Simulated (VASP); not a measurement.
# Be16HS16 (a cell with a defect) in VASP: a series of runs

The runs below take Be16HS16 (a cell with a defect) through single point, with PBEsol.

All numbers are computed with VASP 6.6.1; they aren't measurements. Logs are shortened: lines on timing, memory, paths and dates and some standing lists are left out, and cuts for length are marked.

## Step 1: The cell of the first run

The cell holds a defect, 33 atoms: a = 8.379 Å, b = 8.379 Å, c = 8.379 Å, α = 109.47°, β = 109.47°, γ = 109.47°.

## Step 2: Single point, PBEsol (with an interstitial atom, then relaxed in part)

INCAR reads:

```
PREC = Accurate
ENCUT = 520
EDIFF = 1E-6
ISMEAR = 0
SIGMA = 0.02
LREAL = Auto
LASPH = True
NELM = 100
ALGO = Normal
ISIF = 2
LWAVE = False
LCHARG = True
GGA = PS
LELF = True
LVHAR = True
NELECT = 128.0
NBANDS = 86
```

KPOINTS reads:

```
Automatic mesh
0
Gamma
  2 2 2
  0.5 0.5 0.5
```

POSCAR reads:

```
Be16HS16
1.0
   -4.8377076239     -4.8377076239      4.8377076239
    4.8377076239     -4.8377076239     -4.8377076239
    4.8377076239      4.8377076239      4.8377076239
Be S H
16 16 1
Direct
    0.0033946021      0.7509119568      0.2595466039
    0.7497746610      0.7443552027      0.5028556868
    0.2511580357      0.5004229902      0.2538257628
    0.0019080303      0.4983029316      0.5056074541
    0.7497925732      0.4955490410      0.7516637778
    0.4926709393      0.7377952005      0.7451258805
    0.2544678697      0.7449841105      0.0062616040
    0.7468817951      0.9998696732      0.2693268205
    0.5076077891      0.2520479559      0.2593713574
    0.2511159290      0.2464916397      0.5076906831
    0.0033999584      0.2522573366      0.7582038439
    0.7470185751      0.2619835140      0.0071987306
    0.5015072739      0.5014643846      0.0058847802
    0.5014906357     -0.0014310310      0.5088188044
    0.2544783823     -0.0010594756      0.7522937980
    0.0821003040     -0.0053613270      0.0018810712
    0.2515973943      0.7488460175      0.7561680494
    0.0024610570      0.7426605369      0.0050345293
    0.5021956496      0.4977090437      0.7551714503
    0.2526380088      0.4982351831      0.0059559368
    0.0021098160      0.4996407811      0.2565969342
    0.7518993215      0.7494751042      0.2556364841
    0.5022098612      0.7478730280      0.5050586121
    0.0024659200     -0.0022548055      0.7499218674
    0.7519212904      0.2483407181      0.7567895139
    0.4974061787      0.2517515221      0.0061236795
    0.2550020697      0.2511870757      0.2584816743
    0.0020697171      0.2492726432      0.5069096260
    0.7537500734      0.4990073694      0.5063114918
    0.7176814414      0.0027396026      0.0101101670
    0.4973259854     -0.0011962505      0.2591120168
    0.2526226076     -0.0013500305      0.5055506558
   -0.0984472549      0.0403515022      0.0483181933
```

Potentials or basis: VASP PAW PBE potentials, release 64 (Be, S, H).

Run with:

```bash
cat potpaw_PBE.64/Be/POTCAR potpaw_PBE.64/S/POTCAR potpaw_PBE.64/H/POTCAR > POTCAR
mpirun -np 1 vasp_std > vasp.out
```

OUTCAR:

```text
PREC = Accurate
   ENCUT = 520
   EDIFF = 1E-6
   ISMEAR = 0
   LREAL = Auto
   LASPH = True
   NELM = 100
   ISIF = 2
   GGA = PS
   NELECT = 128.0

 ion  position               nearest neighbor table
   1  0.003  0.751  0.260-  32 2.08  22 2.09  21 2.09  18 2.11
   2  0.750  0.744  0.503-  29 2.08  23 2.09  22 2.09  24 2.10
   3  0.251  0.500  0.254-  20 2.08  21 2.09  23 2.09  27 2.11
   4  0.002  0.498  0.506-  29 2.08  28 2.09  21 2.09  17 2.10
   5  0.750  0.496  0.752-  29 2.08  19 2.09  25 2.09  18 2.10
   6  0.493  0.738  0.745-  23 2.07  19 2.07  17 2.08  30 2.13
   7  0.254  0.745  0.006-  20 2.06  31 2.10  17 2.10  18 2.10
   8  0.747  1.000  0.269-  31 2.06  28 2.08  22 2.08  30 2.11
   9  0.508  0.252  0.259-  29 2.07  31 2.09  26 2.09  27 2.11
  10  0.251  0.246  0.508-  32 2.08  28 2.09  19 2.09  27 2.11
  11  0.003  0.252  0.758-  20 2.08  25 2.09  28 2.09  24 2.11
  12  0.747  0.262  0.007-  26 2.06  21 2.08  25 2.08  30 2.11
  13  0.502  0.501  0.006-  20 2.08  26 2.08  22 2.09  19 2.09
  14  0.501  0.999  0.509-  32 2.08  31 2.08  25 2.09  23 2.09
  15  0.254  0.999  0.752-  32 2.06  26 2.10  17 2.10  24 2.10
  16  0.082  0.995  0.002-  24 2.00  18 2.00  27 2.03
  17  0.252  0.749  0.756-   6 2.08   4 2.10   7 2.10  15 2.10
  18  0.002  0.743  0.005-  16 2.00   7 2.10   5 2.10   1 2.11
  19  0.502  0.498  0.755-   6 2.07   5 2.09  13 2.09  10 2.09
  20  0.253  0.498  0.006-   7 2.06   3 2.08  11 2.08  13 2.08
  21  0.002  0.500  0.257-  12 2.08   4 2.09   3 2.09   1 2.09
  22  0.752  0.749  0.256-   8 2.08  13 2.09   2 2.09   1 2.09
[... 8 lines left out ...]
  31  0.497  0.999  0.259-   8 2.06  14 2.08   9 2.09   7 2.10
  32  0.253  0.999  0.506-  15 2.06  10 2.08   1 2.08  14 2.08
  33  0.902  0.040  0.048-  30 1.36

  LATTYP: Found a body centered cubic cell.
 ALAT       =     9.6754152478

  Lattice vectors:

 A1 = (  -4.8377076239,  -4.8377076239,   4.8377076239)
 A2 = (   4.8377076239,  -4.8377076239,  -4.8377076239)
 A3 = (   4.8377076239,   4.8377076239,   4.8377076239)

Analysis of symmetry for initial positions (statically):
=====================================================================
 Subroutine PRICEL returns:
 Original cell was already a primitive cell.

 Routine SETGRP: Setting up the symmetry group for a
 body centered cubic supercell.

 Subroutine GETGRP returns: Found  1 space group operations
 (whereof  1 operations were pure point group operations)
 out of a pool of 48 trial point group operations.

The static configuration has the point symmetry C_1 .

Analysis of symmetry for dynamics (positions and initial velocities):
=====================================================================
 Subroutine PRICEL returns:
 Original cell was already a primitive cell.

 Routine SETGRP: Setting up the symmetry group for a
 body centered cubic supercell.

 Subroutine GETGRP returns: Found  1 space group operations
 (whereof  1 operations were pure point group operations)
 out of a pool of 48 trial point group operations.

The dynamic configuration has the point symmetry C_1 .

 Subroutine INISYM returns: Found  1 space group operations
 (whereof  1 operations are pure point group operations),
 and found     1 'primitive' translations

----------------------------------------------------------------------------------------

                                     Primitive cell

  volume of cell :     452.8755

  direct lattice vectors                    reciprocal lattice vectors
    -4.837707624 -4.837707624  4.837707624     0.000000000 -0.103354737  0.103354737
     4.837707624 -4.837707624 -4.837707624     0.103354737 -0.103354737  0.000000000
     4.837707624  4.837707624  4.837707624     0.103354737  0.000000000  0.103354737

  length of vectors
     8.379155397  8.379155397  8.379155397     0.146165671  0.146165671  0.146165671

  position of ions in fractional coordinates (direct lattice)
     0.003394602  0.750911957  0.259546604
     0.749774661  0.744355203  0.502855687
     0.251158036  0.500422990  0.253825763
     0.001908030  0.498302932  0.505607454
     0.749792573  0.495549041  0.751663778
     0.492670939  0.737795201  0.745125880
[... 25 lines left out ...]
     0.252622608  0.998649970  0.505550656
     0.901552745  0.040351502  0.048318193

  ion indices of the primitive-cell ions
   primitive index   ion index
                 1           1
                 2           2
                 3           3
                 4           4
                 5           5
                 6           6
[... 25 lines left out ...]
                32          32
                33          33

----------------------------------------------------------------------------------------

 KPOINTS: Automatic mesh

Automatic generation of k-mesh.
 Grid dimensions read from file:
 generate k-points for:    2    2    2

 Generating k-lattice:

  Cartesian coordinates                     Fractional coordinates (reciprocal lattice)
     0.000000000 -0.051677369  0.051677369     0.500000000  0.000000000  0.000000000
     0.051677369 -0.051677369  0.000000000     0.000000000  0.500000000  0.000000000
     0.051677369  0.000000000  0.051677369     0.000000000  0.000000000  0.500000000

  Length of vectors
     0.073082836  0.073082836  0.073082836

  Shift w.r.t. Gamma in fractional coordinates (k-lattice)
     0.500000000  0.500000000  0.500000000

 Subroutine IBZKPT returns following result:
 ===========================================

 Found      4 irreducible k-points:

 Following reciprocal coordinates:
            Coordinates               Weight
  0.250000  0.250000  0.250000      2.000000
 -0.250000  0.250000  0.250000      2.000000
  0.250000 -0.250000  0.250000      2.000000
  0.250000  0.250000 -0.250000      2.000000
   k-points           NKPTS =      4   k-points in BZ     NKDIM =      4   number of bands    NBANDS=     86
   number of dos      NEDOS =    301   number of ions     NIONS =     33
   total plane-waves  NPLWV = 262144
   dimension x,y,z NGX =    64 NGY =   64 NGZ =   64
   dimension x,y,z NGXF=   128 NGYF=  128 NGZF=  128
   ions per type =              16  16   1
   NGX,Y,Z   is equivalent  to a cutoff of  12.70, 12.70, 12.70 a.u.
   NGXF,Y,Z  is equivalent  to a cutoff of  25.40, 25.40, 25.40 a.u.
 SYSTEM =  unknown system
   PREC   = accura    normal or accurate (medium, high low for compatibility)
   ISTART =      0    job   : 0-new  1-cont  2-samecut
   ICHARG =      2    charge: 1-file 2-atom 10-const
   ISPIN  =      1    spin polarized calculation?
   LNONCOLLINEAR =      F non collinear calculations
   LSORBIT =      F    spin-orbit coupling
   LASPH  =      T    aspherical Exc in radial PAW
   ENCUT  =  520.0 eV  38.22 Ry    6.18 a.u.  15.58 15.58 15.58*2*pi/ulx,y,z
   NELM   =    100;   NELMIN=  2; NELMDL= -5     # of ELM steps
   EDIFF  = 0.1E-05   stopping-criterion for ELM
   LREAL  =      T    real-space projection
   EDIFFG = 0.1E-04   stopping-criterion for IOM
   NSW    =      0    number of steps for IOM
   IBRION =     -1    ionic relax: 0-MD 1-quasi-New 2-CG
   NFREE  =      0    steps in history (QN), initial steepest desc. (CG)
   ISIF   =      2    stress and relaxation
   ISYM   =      2    0-nonsym 1-usesym 2-fastsym
   POTIM  = 0.5000    time-step for ionic-motion
   TEBEG  =    0.0;   TEEND  =   0.0 temperature during run
   PSTRESS=    0.0 pullay stress
   NELECT =     128.0000    total number of electrons
   NUPDOWN=      -1.0000    fix difference up-down
   EMIN   =  10.00;   EMAX   =-10.00  energy-range for DOS
   EFERMI =   0.00;   METHOD = LEGACY
   ISMEAR =     0;   SIGMA  =   0.02  broadening in eV -4-tet -1-fermi 0-gaus
   EFERMI_NEDOS =   21; number of points for ismear=-14 and -15
   IALGO  =     38    algorithm
   IMIX   =      4    mixing-type and parameters
     AMIX     =   0.40;   BMIX     =  1.00
     AMIX_MAG =   1.60;   BMIX_MAG =  1.00
  volume/ion in A,a.u.               =      13.72        92.61
  Fermi-wavevector in a.u.,A,eV,Ry     =   1.074365  2.030256 15.704664  1.154260
  Thomas-Fermi vector in A             =   2.210191
   LORBIT       =      0    0 simple, 1 ext, 2 COOP (PROOUT), +10 PAW based schemes
   GGA     = PS    functional components
   LHFCALC =     F    Hartree Fock is set to
   AEXX    =    0.0000 exact exchange contribution
   IVDW    =     0    specifies the selected vdW correction
   LEPSILON=     F    determine dielectric tensor
   LRPA    =     F    only Hartree local field effects (RPA)
 non-spin polarized calculation
 Gauss-broadening in eV      SIGMA  =   0.02
  energy-cutoff  :      520.00
  volume of cell :      452.88
 maximum number of plane-waves:     12232
 NGX is ok and might be reduce to    64
   NGX = 31   NGY = 31   NGZ = 31

 number of electron     128.0000001 magnetization

 Free energy of the ion-electron system (eV)
  ---------------------------------------------------
  ext. energy  EPLUGINS =         0.00000000
  ---------------------------------------------------
  free energy    TOTEN  =      -176.39662561 eV

  energy without entropy =     -176.39662561  energy(sigma->0) =     -176.39662561

 E-fermi :   3.8135     XC(G=0):  -9.9202

 val. band max:        3.6940100536   @ k =   0.2500   0.2500   0.2500
 cond. band min:       7.1408360062   @ k =  -0.2500   0.2500   0.2500
 fundamental gap:      3.4468259526
 Fermi energy:         3.8135332355

 k-point     1 :       0.2500    0.2500    0.2500
  band No.  band energies     occupation
      1      -9.5473      2.00000
      2      -8.9044      2.00000
      3      -8.8160      2.00000
      4      -8.8148      2.00000
      5      -8.2499      2.00000
      6      -7.7919      2.00000
[... 68 lines left out ...]
     75       9.1102      0.00000
     76       9.1245      0.00000

 k-point     2 :      -0.2500    0.2500    0.2500
  band No.  band energies     occupation
      1      -9.6215      2.00000
      2      -8.9897      2.00000
      3      -8.5180      2.00000
      4      -8.4466      2.00000
      5      -8.3754      2.00000
      6      -8.1262      2.00000
[... 68 lines left out ...]
     75       9.9159      0.00000
     76       9.9412      0.00000

 k-point     3 :       0.2500   -0.2500    0.2500
  band No.  band energies     occupation
      1      -9.6189      2.00000
      2      -9.0028      2.00000
      3      -8.5029      2.00000
      4      -8.4478      2.00000
      5      -8.3735      2.00000
      6      -8.1269      2.00000
[... 68 lines left out ...]
     75       9.9158      0.00000
     76       9.9753      0.00000

 k-point     4 :       0.2500    0.2500   -0.2500
  band No.  band energies     occupation
      1      -9.6189      2.00000
      2      -9.0027      2.00000
      3      -8.5029      2.00000
      4      -8.4477      2.00000
      5      -8.3737      2.00000
      6      -8.1269      2.00000
[... 68 lines left out ...]
     75       9.9157      0.00000
     76       9.9754      0.00000
 [bands above 76 left out]

------------------------ aborting loop because EDIFF is reached ----------------------------------------

  FORCE on cell =-STRESS in cart. coord.  units (eV):
  Direction    XX          YY          ZZ          XY          YZ          ZX
  --------------------------------------------------------------------------------------
  -------------------------------------------------------------------------------------
  Total       -3.7278112     -4.9092077     -4.9145555      1.6872924     -0.5787722     -1.6806137
  in kB      -13.1882039    -17.3677333    -17.3866528      5.9692820     -2.0475730     -5.9456540
  external PRESSURE =     -15.9808633 kB  Pullay stress =       0.0000000 kB

 VOLUME and BASIS-vectors are now :
 -----------------------------------------------------------------------------
  energy-cutoff  :      520.00
  volume of cell :      452.88
      direct lattice vectors                 reciprocal lattice vectors
    -4.837707624 -4.837707624  4.837707624     0.000000000 -0.103354737  0.103354737
     4.837707624 -4.837707624 -4.837707624     0.103354737 -0.103354737  0.000000000
     4.837707624  4.837707624  4.837707624     0.103354737  0.000000000  0.103354737

 POSITION                                       TOTAL-FORCE (eV/Angst)
 -----------------------------------------------------------------------------------
      4.87188     -2.39350     -2.36066         0.001184      0.002018      0.000828
      2.40645     -4.79549      2.45889        -0.001512      0.001282     -0.000746
      2.43381     -2.40799      0.02206         0.001233      0.000689     -0.002495
      4.84739      0.02611      0.04457         0.001460     -0.001969      0.001533
      2.40637     -2.38827      4.86629        -0.000367      0.001168     -0.002442
      4.79054     -2.34793      2.41886        -0.001729      0.004196     -0.002639
[... 25 lines left out ...]
      6.05477     -3.60758     -1.16336        -0.001264     -0.000054     -0.000712
     -3.93249     -4.32291      4.39999         0.024712      0.034928     -0.036491
 -----------------------------------------------------------------------------------
    total drift:                               -0.004819     -0.008306      0.009013

  FREE ENERGIE OF THE ION-ELECTRON SYSTEM (eV)
  ---------------------------------------------------
  free  energy   TOTEN  =      -176.3966256094 eV

  energy  without entropy=     -176.3966256094  energy(sigma->0) =     -176.39662561
```

Wall time 5.3 min (1 thread of Intel Xeon Platinum 8488C (Sapphire Rapids), shared host); peak memory 0.58 GiB.

Results:

| Property | Result |
| --- | --- |
| Free energy | -176.3966 eV |
| Largest force | 0.065 eV/Å |

Forces on the atoms (eV/Å):
```
Be   0.001  0.002  0.001
Be  -0.002  0.001 -0.001
Be   0.001  0.001 -0.002
Be   0.001 -0.002  0.002
Be   0.000  0.001 -0.002
Be  -0.002  0.004 -0.003
Be   0.000 -0.006 -0.003
Be   0.003  0.003  0.005
Be  -0.004  0.001 -0.001
Be   0.002  0.001  0.000
Be   0.001  0.000 -0.002
Be   0.004 -0.005 -0.003
Be  -0.001  0.001  0.000
Be   0.000 -0.001 -0.001
Be   0.001  0.002  0.006
Be  -0.004 -0.003  0.004
S    0.000 -0.001  0.000
S    0.004  0.008 -0.002
S   -0.001 -0.002  0.002
S    0.000  0.002  0.001
S   -0.002  0.000  0.000
S   -0.001 -0.002 -0.001
S    0.000 -0.002  0.003
S    0.001  0.003 -0.005
S   -0.002  0.001  0.003
S    0.002 -0.001 -0.003
S    0.005  0.001 -0.001
S   -0.003  0.000  0.000
S    0.001  0.000  0.000
S   -0.029 -0.041  0.041
S    0.000  0.001 -0.001
S   -0.001  0.000 -0.001
H    0.025  0.035 -0.036
```

Caveat: the cell carries a net charge on a neutralising background, which shifts energy and pressure; the cell differs from its parent crystal (with an interstitial atom, then relaxed in part); the cell is charged against a uniform background, so pressure and absolute levels hang on convention; the PAW data sets were made with another functional, which shifts forces and pressure a little.

[end of part 1 of 2]
